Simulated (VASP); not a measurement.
# Au in VASP: a series of runs

The runs below take Au through single point, with PBE.

Everything below comes from runs of VASP 6.6.1. Logs are shortened: lines on timing, memory, paths and dates and some standing lists are left out, and cuts for length are marked.

### 1 The cell of the first run

The cell holds a wire or tube with vacuum around it, 5 atoms: a = 13.200 Å, b = 13.500 Å, c = 2.716 Å, α = 90.00°, β = 90.00°, γ = 90.00°.

### 2 Single point, PBE

The input, INCAR:

```
PREC = Accurate
ENCUT = 520
EDIFF = 1E-7
ISMEAR = 0
SIGMA = 0.05
LREAL = False
LASPH = True
NELM = 80
ALGO = Normal
ISIF = 2
LWAVE = False
LCHARG = True
GGA = PE
LELF = True
LVHAR = True
NBANDS = 36
```

The input, KPOINTS:

```
Automatic mesh
0
Gamma
  1 1 13
```

The input, POSCAR:

```
Au
1.0
   13.2000000000      0.0000000000      0.0000000000
    0.0000000000     13.5000000000      0.0000000000
    0.0000000000      0.0000000000      2.7164566418
Au
5
Direct
    0.5000000000      0.5000000000      0.0000000000
    0.5000000000      0.3183705436      0.5000000000
    0.5000000000      0.6816294564      0.5000000000
    0.3142319037      0.5000000000      0.5000000000
    0.6857680963      0.5000000000      0.5000000000
```

Potentials or basis: VASP PAW PBE potentials, release 64 (Au).

Launch:

```bash
$ cat potpaw_PBE.64/Au/POTCAR > POTCAR
$ mpirun -np 1 vasp_std > vasp.out
```

OUTCAR:

```text
PREC = Accurate
   ENCUT = 520
   EDIFF = 1E-7
   ISMEAR = 0
   LREAL = False
   LASPH = True
   NELM = 80
   ISIF = 2
   GGA = PE

 ion  position               nearest neighbor table
   1  0.500  0.500  0.000-   2 2.80   3 2.80   2 2.80   3 2.80   4 2.80   5 2.80   4 2.80   5 2.80

   2  0.500  0.318  0.500-   1 2.80   1 2.80   5 3.47   4 3.47
   3  0.500  0.682  0.500-   1 2.80   1 2.80   5 3.47   4 3.47
   4  0.314  0.500  0.500-   1 2.80   1 2.80   3 3.47   2 3.47
   5  0.686  0.500  0.500-   1 2.80   1 2.80   3 3.47   2 3.47

  LATTYP: Found a simple orthorhombic cell.
 ALAT       =     2.7164566418
 B/A-ratio  =     4.8592713747
 C/A-ratio  =     4.9697093604

  Lattice vectors:

 A1 = (   0.0000000000,   0.0000000000,   2.7164566418)
 A2 = (  13.2000000000,   0.0000000000,   0.0000000000)
 A3 = (   0.0000000000,  13.5000000000,   0.0000000000)

Analysis of symmetry for initial positions (statically):
=====================================================================
 Subroutine PRICEL returns:
 Original cell was already a primitive cell.

 Routine SETGRP: Setting up the symmetry group for a
 simple orthorhombic supercell.

 Subroutine GETGRP returns: Found  8 space group operations
 (whereof  8 operations were pure point group operations)
 out of a pool of  8 trial point group operations.

The static configuration has the point symmetry D_2h.

Analysis of symmetry for dynamics (positions and initial velocities):
=====================================================================
 Subroutine PRICEL returns:
 Original cell was already a primitive cell.

 Routine SETGRP: Setting up the symmetry group for a
 simple orthorhombic supercell.

 Subroutine GETGRP returns: Found  8 space group operations
 (whereof  8 operations were pure point group operations)
 out of a pool of  8 trial point group operations.

The dynamic configuration has the point symmetry D_2h.

 Subroutine INISYM returns: Found  8 space group operations
 (whereof  8 operations are pure point group operations),
 and found     1 'primitive' translations

----------------------------------------------------------------------------------------

                                     Primitive cell

  volume of cell :     484.0726

  direct lattice vectors                    reciprocal lattice vectors
    13.200000000  0.000000000  0.000000000     0.075757576  0.000000000  0.000000000
     0.000000000 13.500000000  0.000000000     0.000000000  0.074074074  0.000000000
     0.000000000  0.000000000  2.716456642     0.000000000  0.000000000  0.368126619

  length of vectors
    13.200000000 13.500000000  2.716456642     0.075757576  0.074074074  0.368126619

  position of ions in fractional coordinates (direct lattice)
     0.500000000  0.500000000  0.000000000
     0.500000000  0.318370544  0.500000000
     0.500000000  0.681629456  0.500000000
     0.314231904  0.500000000  0.500000000
     0.685768096  0.500000000  0.500000000

  ion indices of the primitive-cell ions
   primitive index   ion index
                 1           1
                 2           2
                 3           3
                 4           4
                 5           5

----------------------------------------------------------------------------------------

 KPOINTS: Automatic mesh

Automatic generation of k-mesh.
 Grid dimensions read from file:
 generate k-points for:    1    1   13

 Generating k-lattice:

  Cartesian coordinates                     Fractional coordinates (reciprocal lattice)
     0.075757576  0.000000000  0.000000000     1.000000000  0.000000000  0.000000000
     0.000000000  0.074074074  0.000000000     0.000000000  1.000000000  0.000000000
     0.000000000  0.000000000  0.028317432     0.000000000  0.000000000  0.076923077

  Length of vectors
     0.075757576  0.074074074  0.028317432

  Shift w.r.t. Gamma in fractional coordinates (k-lattice)
     0.000000000  0.000000000  0.000000000

 Subroutine IBZKPT returns following result:
 ===========================================

 Found      7 irreducible k-points:

 Following reciprocal coordinates:
            Coordinates               Weight
  0.000000  0.000000  0.000000      1.000000
  0.000000  0.000000  0.076923      2.000000
  0.000000  0.000000  0.153846      2.000000
  0.000000  0.000000  0.230769      2.000000
  0.000000  0.000000  0.307692      2.000000
  0.000000  0.000000  0.384615      2.000000
  0.000000  0.000000  0.461538      2.000000
   k-points           NKPTS =      7   k-points in BZ     NKDIM =      7   number of bands    NBANDS=     36
   number of dos      NEDOS =    301   number of ions     NIONS =      5
   total plane-waves  NPLWV = 196000
   dimension x,y,z NGX =    98 NGY =  100 NGZ =   20
   dimension x,y,z NGXF=   196 NGYF=  200 NGZF=   40
   ions per type =               5
   NGX,Y,Z   is equivalent  to a cutoff of  12.34, 12.31, 12.24 a.u.
   NGXF,Y,Z  is equivalent  to a cutoff of  24.69, 24.63, 24.48 a.u.
 SYSTEM =  unknown system
   PREC   = accura    normal or accurate (medium, high low for compatibility)
   ISTART =      0    job   : 0-new  1-cont  2-samecut
   ICHARG =      2    charge: 1-file 2-atom 10-const
   ISPIN  =      1    spin polarized calculation?
   LNONCOLLINEAR =      F non collinear calculations
   LSORBIT =      F    spin-orbit coupling
   LASPH  =      T    aspherical Exc in radial PAW
   ENCUT  =  520.0 eV  38.22 Ry    6.18 a.u.  24.54 25.10  5.05*2*pi/ulx,y,z
   NELM   =     80;   NELMIN=  2; NELMDL= -5     # of ELM steps
   EDIFF  = 0.1E-06   stopping-criterion for ELM
   LREAL  =      F    real-space projection
   EDIFFG = 0.1E-05   stopping-criterion for IOM
   NSW    =      0    number of steps for IOM
   IBRION =     -1    ionic relax: 0-MD 1-quasi-New 2-CG
   NFREE  =      0    steps in history (QN), initial steepest desc. (CG)
   ISIF   =      2    stress and relaxation
   ISYM   =      2    0-nonsym 1-usesym 2-fastsym
   POTIM  = 0.5000    time-step for ionic-motion
   TEBEG  =    0.0;   TEEND  =   0.0 temperature during run
   PSTRESS=    0.0 pullay stress
   NELECT =      55.0000    total number of electrons
   NUPDOWN=      -1.0000    fix difference up-down
   EMIN   =  10.00;   EMAX   =-10.00  energy-range for DOS
   EFERMI =   0.00;   METHOD = LEGACY
   ISMEAR =     0;   SIGMA  =   0.05  broadening in eV -4-tet -1-fermi 0-gaus
   EFERMI_NEDOS =   21; number of points for ismear=-14 and -15
   IALGO  =     38    algorithm
   IMIX   =      4    mixing-type and parameters
     AMIX     =   0.40;   BMIX     =  1.00
     AMIX_MAG =   1.60;   BMIX_MAG =  1.00
  volume/ion in A,a.u.               =      96.81       653.34
  Fermi-wavevector in a.u.,A,eV,Ry     =   0.792913  1.498388  8.554134  0.628711
  Thomas-Fermi vector in A             =   1.898745
   LORBIT       =      0    0 simple, 1 ext, 2 COOP (PROOUT), +10 PAW based schemes
   GGA     = PE    functional components
   LHFCALC =     F    Hartree Fock is set to
   AEXX    =    0.0000 exact exchange contribution
   IVDW    =     0    specifies the selected vdW correction
   LEPSILON=     F    determine dielectric tensor
   LRPA    =     F    only Hartree local field effects (RPA)
 non-spin polarized calculation
 Gauss-broadening in eV      SIGMA  =   0.05
  energy-cutoff  :      520.00
  volume of cell :      484.07
 maximum number of plane-waves:     13088
 NGX is ok and might be reduce to    98
   NGX = 49   NGY = 51   NGZ = 11

 number of electron      54.9999992 magnetization

 Free energy of the ion-electron system (eV)
  ---------------------------------------------------
  ext. energy  EPLUGINS =         0.00000000
  ---------------------------------------------------
  free energy    TOTEN  =       -12.56061183 eV

  energy without entropy =      -12.55715488  energy(sigma->0) =      -12.55888335

 E-fermi :  -2.8881     XC(G=0):  -3.4842

 val. band max:       -3.2088608414   @ k =   0.0000   0.0000   0.0769
 cond. band min:      -2.8642890703   @ k =   0.0000   0.0000   0.1538
 fundamental gap:      0.3445717711
 Fermi energy:        -2.8881358841

 k-point     1 :       0.0000    0.0000    0.0000
  band No.  band energies     occupation
      1     -10.3873      2.00000
      2      -8.9491      2.00000
      3      -8.7790      2.00000
      4      -8.3118      2.00000
      5      -8.3109      2.00000
      6      -7.6662      2.00000
[... 28 lines left out ...]
     35       1.4760      0.00000
     36       2.1524      0.00000

 k-point     2 :       0.0000    0.0000    0.0769
  band No.  band energies     occupation
      1     -10.2021      2.00000
      2      -8.7831      2.00000
      3      -8.6328      2.00000
      4      -8.0938      2.00000
      5      -8.0929      2.00000
      6      -7.6272      2.00000
[... 28 lines left out ...]
     35       1.6560      0.00000
     36       2.2650      0.00000

 k-point     3 :       0.0000    0.0000    0.1538
  band No.  band energies     occupation
      1      -9.6809      2.00000
      2      -8.3380      2.00000
      3      -8.2889      2.00000
      4      -7.5197      2.00000
      5      -7.5114      2.00000
      6      -7.5107      2.00000
[... 28 lines left out ...]
     35       2.1436      0.00000
     36       2.5988      0.00000

 k-point     4 :       0.0000    0.0000    0.2308
  band No.  band energies     occupation
      1      -8.9629      2.00000
      2      -8.0144      2.00000
      3      -7.7782      2.00000
      4      -7.7420      2.00000
      5      -7.7414      2.00000
      6      -7.3752      2.00000
[... 28 lines left out ...]
     35       2.8562      0.00000
     36       3.1400      0.00000

 k-point     5 :       0.0000    0.0000    0.3077
  band No.  band energies     occupation
      1      -8.4010      2.00000
      2      -8.1707      2.00000
      3      -8.1701      2.00000
      4      -7.9628      2.00000
      5      -7.2550      2.00000
      6      -7.2019      2.00000
[... 28 lines left out ...]
     35       3.7404      0.00000
     36       3.7615      0.00000

 k-point     6 :       0.0000    0.0000    0.3846
  band No.  band energies     occupation
      1      -8.4894      2.00000
      2      -8.4889      2.00000
      3      -8.2438      2.00000
      4      -8.0343      2.00000
      5      -7.2207      2.00000
      6      -6.7192      2.00000
[... 28 lines left out ...]
     35       4.2060      0.00000
     36       4.2107      0.00000

 k-point     7 :       0.0000    0.0000    0.4615
  band No.  band energies     occupation
      1      -8.6578      2.00000
      2      -8.6572      2.00000
      3      -8.2499      2.00000
      4      -8.1020      2.00000
      5      -7.2413      2.00000
      6      -6.8908      2.00000
[... 28 lines left out ...]
     35       3.6488      0.00000
     36       4.8614      0.00000

------------------------ aborting loop because EDIFF is reached ----------------------------------------

  FORCE on cell =-STRESS in cart. coord.  units (eV):
  Direction    XX          YY          ZZ          XY          YZ          ZX
  --------------------------------------------------------------------------------------
  -------------------------------------------------------------------------------------
  Total       -0.1081214     -0.1110344     -0.1428710      0.0000000      0.0000000     -0.0000000
  in kB       -0.3578588     -0.3675002     -0.4728727      0.0000000      0.0000000     -0.0000000
  external PRESSURE =      -0.3994105 kB  Pullay stress =       0.0000000 kB

 VOLUME and BASIS-vectors are now :
 -----------------------------------------------------------------------------
  energy-cutoff  :      520.00
  volume of cell :      484.07
      direct lattice vectors                 reciprocal lattice vectors
    13.200000000  0.000000000  0.000000000     0.075757576  0.000000000  0.000000000
     0.000000000 13.500000000  0.000000000     0.000000000  0.074074074  0.000000000
     0.000000000  0.000000000  2.716456642     0.000000000  0.000000000  0.368126619

 POSITION                                       TOTAL-FORCE (eV/Angst)
 -----------------------------------------------------------------------------------
      6.60000      6.75000      0.00000         0.000000      0.000000      0.000000
      6.60000      4.29800      1.35823         0.000000      0.008149      0.000000
      6.60000      9.20200      1.35823         0.000000     -0.008149      0.000000
      4.14786      6.75000      1.35823         0.007942      0.000000      0.000000
      9.05214      6.75000      1.35823        -0.007942      0.000000      0.000000
 -----------------------------------------------------------------------------------
    total drift:                                0.000000      0.000000     -0.000000

  FREE ENERGIE OF THE ION-ELECTRON SYSTEM (eV)
  ---------------------------------------------------
  free  energy   TOTEN  =       -12.5606118312 eV

  energy  without entropy=      -12.5571548778  energy(sigma->0) =      -12.55888335
```

Wall time 2.4 min (1 thread of AMD EPYC 7R13 (Zen 3), shared host); peak memory 0.41 GiB.

What came out:

| Item | Value |
| --- | --- |
| Free energy | -12.5606 eV |
| Largest force | 0.008 eV/Å |
| Band gap on the k mesh | zero (an odd number of electrons rules out a gap without spin polarisation) |

Forces in eV/Å, atoms in the order of the input:
```
Au   0.000  0.000  0.000
Au   0.000  0.008  0.000
Au   0.000 -0.008  0.000
Au   0.008  0.000  0.000
Au  -0.008  0.000  0.000
```

Levels at points of the mesh, in eV from the Fermi level:
| k point | band 24 | band 25 | band 26 | band 27 | band 28 | band 29 | band 30 | band 31 | band 32 | band 33 |
| --- | --- | --- | --- | --- | --- | --- | --- | --- | --- | --- |
| (0.00, 0.00, 0.00) | -1.31 | -1.31 | -1.26 | -0.99 | -0.99 | -0.49 | 0.36 | 2.36 | 2.37 | 2.40 |

Caveat: spin-orbit coupling is left out, which moves the levels of the heavy elements.

(Continued in part 2 of 2.)
